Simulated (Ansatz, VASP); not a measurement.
**LiCl: VASP beside Ansatz**

```
Li Cl
1.0
    -1.07713    2.15426    2.15426
     2.15426   -1.07713    2.15426
     2.15426    2.15426   -1.07713
Li Cl
1 1
Direct
  0.00000 0.00000 0.00000
  0.50000 0.50000 0.50000
```

Alike in both runs: task single point; functional PBE; k mesh 8 × 8 × 8; occupations gaussian, width 0.05 eV; no spin polarisation.

|  | VASP | Ansatz |
| --- | --- | --- |
| version | VASP 6.6.1 | Ansatz 0.2.0 |
| potentials or method | VASP PAW PBE potentials, release 64 (Li_sv, Cl), cutoff 520 eV | scalar-relativistic, plane waves, PAW |
| valence electrons in the cell | 10 | 10 |

```tsv
	VASP	Ansatz	Ansatz less VASP
gap on the k mesh at the Fermi level (eV)	4.58	4.57	-0.014
least direct gap on the mesh (eV)	5.17	5.14	-0.036
```

With one functional, cell and mesh, what is left measures potentials, basis and numerics.

Noted on VASP's run: the cutoff is short for stress, so the pressure is rough.
